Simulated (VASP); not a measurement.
# BaTe in VASP: a series of runs

BaTe is run at these levels: PBE; tasks: single point.

Everything below comes from runs of VASP 6.6.1. Logs are shortened: lines on timing, memory, paths and dates and some standing lists are left out, and cuts for length are marked.

### Step 1. The cell of the first run

Symmetry: Fm-3m, No. 225, cubic system. The conventional cell has a = 6.820 Å, b = 6.820 Å, c = 6.820 Å, α = 90.00°, β = 90.00°, γ = 90.00°. Within 4.5 Å of Ba (site symmetry m-3m) lie 6 Te at 3.41 Å. Within 4.5 Å of Te (site symmetry m-3m) lie 6 Ba at 3.41 Å.

### Step 2. Single point, PBE

INCAR reads:

```
SYSTEM = BaTe
PREC = Accurate
ENCUT = 520
EDIFF = 1E-6
ISMEAR = 0
SIGMA = 0.01
LREAL = .FALSE.
LASPH = .TRUE.
NELM = 100
ALGO = Normal
ISIF = 2
LWAVE = .FALSE.
LCHARG = .FALSE.
GGA = PE
NBANDS = 15
```

KPOINTS reads:

```
Automatic mesh
0
G
  4 4 4
  0 0 0
```

POSCAR reads:

```
BaTe
1.0
    0.0000000000      3.4100000000      3.4100000000
    3.4100000000      0.0000000000      3.4100000000
    3.4100000000      3.4100000000      0.0000000000
Ba Te
1 1
Direct
    0.0000000000      0.0000000000      0.0000000000
    0.5000000000      0.5000000000      0.5000000000
```

Potentials or basis: VASP PAW PBE potentials, release 64 (Ba_sv, Te).

Launch:

```console
$ cat potpaw_PBE.64/Ba_sv/POTCAR potpaw_PBE.64/Te/POTCAR > POTCAR
$ mpirun -np 1 vasp_std > vasp.out
```

OUTCAR:

```text
SYSTEM = BaTe
   PREC = Accurate
   ENCUT = 520
   EDIFF = 1E-6
   ISMEAR = 0
   LREAL = .FALSE.
   LASPH = .TRUE.
   NELM = 100
   ISIF = 2
   GGA = PE

 ion  position               nearest neighbor table
   1  0.000  0.000  0.000-   2 3.41   2 3.41   2 3.41   2 3.41   2 3.41   2 3.41
   2  0.500  0.500  0.500-   1 3.41   1 3.41   1 3.41   1 3.41   1 3.41   1 3.41

  LATTYP: Found a face centered cubic cell.
 ALAT       =     6.8200000000

  Lattice vectors:

 A1 = (   0.0000000000,   3.4100000000,   3.4100000000)
 A2 = (   3.4100000000,   0.0000000000,   3.4100000000)
 A3 = (   3.4100000000,   3.4100000000,   0.0000000000)

Analysis of symmetry for initial positions (statically):
=====================================================================
 Subroutine PRICEL returns:
 Original cell was already a primitive cell.

 Routine SETGRP: Setting up the symmetry group for a
 face centered cubic supercell.

 Subroutine GETGRP returns: Found 48 space group operations
 (whereof 48 operations were pure point group operations)
 out of a pool of 48 trial point group operations.

The static configuration has the point symmetry O_h .

Analysis of symmetry for dynamics (positions and initial velocities):
=====================================================================
 Subroutine PRICEL returns:
 Original cell was already a primitive cell.

 Routine SETGRP: Setting up the symmetry group for a
 face centered cubic supercell.

 Subroutine GETGRP returns: Found 48 space group operations
 (whereof 48 operations were pure point group operations)
 out of a pool of 48 trial point group operations.

The dynamic configuration has the point symmetry O_h .

 Subroutine INISYM returns: Found 48 space group operations
 (whereof 48 operations are pure point group operations),
 and found     1 'primitive' translations

----------------------------------------------------------------------------------------

                                     Primitive cell

  volume of cell :      79.3036

  direct lattice vectors                    reciprocal lattice vectors
     0.000000000  3.410000000  3.410000000    -0.146627566  0.146627566  0.146627566
     3.410000000  0.000000000  3.410000000     0.146627566 -0.146627566  0.146627566
     3.410000000  3.410000000  0.000000000     0.146627566  0.146627566 -0.146627566

  length of vectors
     4.822468248  4.822468248  4.822468248     0.253966394  0.253966394  0.253966394

  position of ions in fractional coordinates (direct lattice)
     0.000000000  0.000000000  0.000000000
     0.500000000  0.500000000  0.500000000

  ion indices of the primitive-cell ions
   primitive index   ion index
                 1           1
                 2           2

----------------------------------------------------------------------------------------

 KPOINTS: Automatic mesh

Automatic generation of k-mesh.
 Grid dimensions read from file:
 generate k-points for:    4    4    4

 Generating k-lattice:

  Cartesian coordinates                     Fractional coordinates (reciprocal lattice)
    -0.036656891  0.036656891  0.036656891     0.250000000  0.000000000  0.000000000
     0.036656891 -0.036656891  0.036656891     0.000000000  0.250000000  0.000000000
     0.036656891  0.036656891 -0.036656891     0.000000000  0.000000000  0.250000000

  Length of vectors
     0.063491599  0.063491599  0.063491599

  Shift w.r.t. Gamma in fractional coordinates (k-lattice)
     0.000000000  0.000000000  0.000000000

 Subroutine IBZKPT returns following result:
 ===========================================

 Found      8 irreducible k-points:

 Following reciprocal coordinates:
            Coordinates               Weight
  0.000000  0.000000  0.000000      1.000000
  0.250000  0.000000  0.000000      8.000000
  0.500000  0.000000  0.000000      4.000000
  0.250000  0.250000  0.000000      6.000000
  0.500000  0.250000  0.000000     24.000000
 -0.250000  0.250000  0.000000     12.000000
  0.500000  0.500000  0.000000      3.000000
 -0.250000  0.500000  0.250000      6.000000
   k-points           NKPTS =      8   k-points in BZ     NKDIM =      8   number of bands    NBANDS=     15
   number of dos      NEDOS =    301   number of ions     NIONS =      2
   total plane-waves  NPLWV =  46656
   dimension x,y,z NGX =    36 NGY =   36 NGZ =   36
   dimension x,y,z NGXF=    72 NGYF=   72 NGZF=   72
   ions per type =               1   1
   NGX,Y,Z   is equivalent  to a cutoff of  12.41, 12.41, 12.41 a.u.
   NGXF,Y,Z  is equivalent  to a cutoff of  24.82, 24.82, 24.82 a.u.
 SYSTEM =  BaTe
   PREC   = accura    normal or accurate (medium, high low for compatibility)
   ISTART =      0    job   : 0-new  1-cont  2-samecut
   ICHARG =      2    charge: 1-file 2-atom 10-const
   ISPIN  =      1    spin polarized calculation?
   LNONCOLLINEAR =      F non collinear calculations
   LSORBIT =      F    spin-orbit coupling
   LASPH  =      T    aspherical Exc in radial PAW
   ENCUT  =  520.0 eV  38.22 Ry    6.18 a.u.   8.97  8.97  8.97*2*pi/ulx,y,z
   NELM   =    100;   NELMIN=  2; NELMDL= -5     # of ELM steps
   EDIFF  = 0.1E-05   stopping-criterion for ELM
   LREAL  =      F    real-space projection
   EDIFFG = 0.1E-04   stopping-criterion for IOM
   NSW    =      0    number of steps for IOM
   IBRION =     -1    ionic relax: 0-MD 1-quasi-New 2-CG
   NFREE  =      0    steps in history (QN), initial steepest desc. (CG)
   ISIF   =      2    stress and relaxation
   ISYM   =      2    0-nonsym 1-usesym 2-fastsym
   POTIM  = 0.5000    time-step for ionic-motion
   TEBEG  =    0.0;   TEEND  =   0.0 temperature during run
   PSTRESS=    0.0 pullay stress
   NELECT =      16.0000    total number of electrons
   NUPDOWN=      -1.0000    fix difference up-down
   EMIN   =  10.00;   EMAX   =-10.00  energy-range for DOS
   EFERMI =   0.00;   METHOD = LEGACY
   ISMEAR =     0;   SIGMA  =   0.01  broadening in eV -4-tet -1-fermi 0-gaus
   EFERMI_NEDOS =   21; number of points for ismear=-14 and -15
   IALGO  =     38    algorithm
   IMIX   =      4    mixing-type and parameters
     AMIX     =   0.40;   BMIX     =  1.00
     AMIX_MAG =   1.60;   BMIX_MAG =  1.00
  volume/ion in A,a.u.               =      39.65       267.58
  Fermi-wavevector in a.u.,A,eV,Ry     =   0.960175  1.814468 12.543704  0.921936
  Thomas-Fermi vector in A             =   2.089436
   LORBIT       =      0    0 simple, 1 ext, 2 COOP (PROOUT), +10 PAW based schemes
   GGA     = PE    functional components
   LHFCALC =     F    Hartree Fock is set to
   AEXX    =    0.0000 exact exchange contribution
   IVDW    =     0    specifies the selected vdW correction
   LEPSILON=     F    determine dielectric tensor
   LRPA    =     F    only Hartree local field effects (RPA)
 non-spin polarized calculation
 Gauss-broadening in eV      SIGMA  =   0.01
  energy-cutoff  :      520.00
  volume of cell :       79.30
 maximum number of plane-waves:      2148
   NGX = 17   NGY = 17   NGZ = 17

 number of electron      16.0000000 magnetization

 Free energy of the ion-electron system (eV)
  ---------------------------------------------------
  ext. energy  EPLUGINS =         0.00000000
  ---------------------------------------------------
  free energy    TOTEN  =        -8.49978734 eV

  energy without entropy =       -8.49978734  energy(sigma->0) =       -8.49978734

 E-fermi :   2.8758     XC(G=0):  -8.5608

 val. band max:        2.8063005751   @ k =   0.0000   0.0000   0.0000
 cond. band min:       4.1263726417   @ k =   0.5000   0.5000   0.0000
 fundamental gap:      1.3200720666
 Fermi energy:         2.8758494720

 k-point     1 :       0.0000    0.0000    0.0000
  band No.  band energies     occupation
      1     -24.0387      2.00000
      2      -9.2112      2.00000
      3      -9.2112      2.00000
      4      -9.2112      2.00000
      5      -6.9178      2.00000
      6       2.8063      2.00000
      7       2.8063      2.00000
      8       2.8063      2.00000
      9       5.6591      0.00000
     10       5.6591      0.00000
     11       5.6591      0.00000
     12       6.0299      0.00000
     13       6.3626      0.00000
     14       6.3626      0.00000
     15       9.7798      0.00000

 k-point     2 :       0.2500    0.0000    0.0000
  band No.  band energies     occupation
      1     -24.0285      2.00000
      2      -9.5508      2.00000
      3      -9.2180      2.00000
      4      -9.2180      2.00000
      5      -6.4000      2.00000
      6       1.3065      2.00000
      7       2.0210      2.00000
      8       2.0210      2.00000
      9       5.9144      0.00000
     10       6.4417      0.00000
     11       6.4417      0.00000
     12       8.0258      0.00000
     13       8.0933      0.00000
     14       8.0933      0.00000
     15      11.3540      0.00000

 k-point     3 :       0.5000    0.0000    0.0000
  band No.  band energies     occupation
      1     -24.0182      2.00000
      2      -9.8115      2.00000
      3      -9.2246      2.00000
      4      -9.2246      2.00000
      5      -5.9334      2.00000
      6       0.3388      2.00000
      7       1.5038      2.00000
      8       1.5038      2.00000
      9       7.0945      0.00000
     10       7.7368      0.00000
     11       7.8400      0.00000
     12       7.8400      0.00000
     13       9.9399      0.00000
     14       9.9399      0.00000
     15      10.7792      0.00000
[... 55 lines left out ...]
 k-point     7 :       0.5000    0.5000    0.0000
  band No.  band energies     occupation
      1     -24.0115      2.00000
      2      -9.4996      2.00000
      3      -9.3261      2.00000
      4      -9.3261      2.00000
      5      -6.6893      2.00000
      6       1.6543      2.00000
      7       2.4260      2.00000
      8       2.4260      2.00000
      9       4.1264      0.00000
     10       7.3462      0.00000
     11       7.7986      0.00000
     12       8.7576      0.00000
     13       8.7984      0.00000
     14       8.7984      0.00000
     15      10.9722      0.00000

 k-point     8 :      -0.2500    0.5000    0.2500
  band No.  band energies     occupation
      1     -24.0115      2.00000
      2      -9.4357      2.00000
      3      -9.4134      2.00000
      4      -9.4134      2.00000
      5      -6.3936      2.00000
      6       1.3703      2.00000
      7       1.8138      2.00000
      8       1.8138      2.00000
      9       6.3244      0.00000
     10       6.3244      0.00000
     11       7.8514      0.00000
     12       8.2441      0.00000
     13       8.8129      0.00000
     14      11.5000      0.00000
     15      11.5778      0.00000

------------------------ aborting loop because EDIFF is reached ----------------------------------------

  FORCE on cell =-STRESS in cart. coord.  units (eV):
  Direction    XX          YY          ZZ          XY          YZ          ZX
  --------------------------------------------------------------------------------------
  -------------------------------------------------------------------------------------
  Total        2.1506823      2.1506823      2.1506823     -0.0000000      0.0000000     -0.0000000
  in kB       43.4503934     43.4503934     43.4503934     -0.0000000      0.0000000     -0.0000000
  external PRESSURE =      43.4503934 kB  Pullay stress =       0.0000000 kB

 VOLUME and BASIS-vectors are now :
 -----------------------------------------------------------------------------
  energy-cutoff  :      520.00
  volume of cell :       79.30
      direct lattice vectors                 reciprocal lattice vectors
     0.000000000  3.410000000  3.410000000    -0.146627566  0.146627566  0.146627566
     3.410000000  0.000000000  3.410000000     0.146627566 -0.146627566  0.146627566
     3.410000000  3.410000000  0.000000000     0.146627566  0.146627566 -0.146627566

 POSITION                                       TOTAL-FORCE (eV/Angst)
 -----------------------------------------------------------------------------------
      0.00000      0.00000      0.00000         0.000000      0.000000      0.000000
      3.41000      3.41000      3.41000        -0.000000     -0.000000     -0.000000
 -----------------------------------------------------------------------------------
    total drift:                                0.000000      0.000000      0.000000

  FREE ENERGIE OF THE ION-ELECTRON SYSTEM (eV)
  ---------------------------------------------------
  free  energy   TOTEN  =        -8.4997873411 eV

  energy  without entropy=       -8.4997873411  energy(sigma->0) =       -8.49978734
```

It took 16 s on 1 thread of Intel Xeon 8259CL, shared host; peak memory 0.2 GiB.

What came out:

- Free energy: -8.4998 eV
- Pressure: 4.3 GPa
- Band gap on the k mesh: 1.32 eV, indirect (least direct gap 1.70 eV)

Caveat: spin-orbit coupling is left out, which moves the levels of the heavy elements. A k mesh can miss the band edges.

[end of part 1 of 2]
